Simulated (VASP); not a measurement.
Runs of VASP 6.6.1 on Cr. The structure is that of space group I4/mmm (No. 139), or close to it. The cells are those of the table. 

```csv
cell,further INCAR settings,gap on the mesh (eV),pressure (GPa)
"a = 2.512 Å, angles 105.4, 105.4, 118.0°, 1 atom",ALGO = Fast; EDIFF = 1e-07; NBANDS = 12,none,-5.5
"a = 2.591 Å, angles 100.0, 100.0, 130.6°, 1 atom",ALGO = Fast; EDIFF = 1e-06; NBANDS = 12,none,(c)
"a = 2.559 Å, angles 101.5, 101.5, 126.9°, 1 atom",ALGO = Fast; EDIFF = 1e-06; NBANDS = 12,none,3.5
"a = 2.538 Å, angles 117.3, 117.3, 94.8°, 1 atom",ALGO = Fast; EDIFF = 1e-07; NBANDS = 12,none,-3.2
"a = 2.501 Å, angles 107.3, 107.3, 113.9°, 1 atom",ALGO = Fast; EDIFF = 1e-06; NBANDS = 12,none,-8.2
"a = 2.530 Å, angles 103.5, 103.5, 122.2°, 1 atom",ALGO = Fast; EDIFF = 1e-06; NBANDS = 12,none,(b)
"a = 2.503 Å, angles 112.1, 112.1, 104.2°, 1 atom",ALGO = Fast; EDIFF = 1e-06; NBANDS = 12,none,(a)
"a = 2.517 Å, angles 114.7, 114.7, 99.4°, 1 atom",ALGO = Fast; EDIFF = 1e-06; NBANDS = 12,none,-5.2
```

Alike in all rows: task single point; level PBE; potentials or basis VASP PAW PBE potentials, release 64 (Cr_pv); no spin polarisation; k mesh 26 × 26 × 26; cutoff (eV) 520; smearing gaussian 0.15 eV.

Task: Fill in the values left out.

Result: (a) -8.0; (b) -1.9; (c) 9.8.

Caveats: the run has no spin polarisation, though such a crystal can be magnetic.

A gap of «none» marks levels without a gap at the run's occupations.
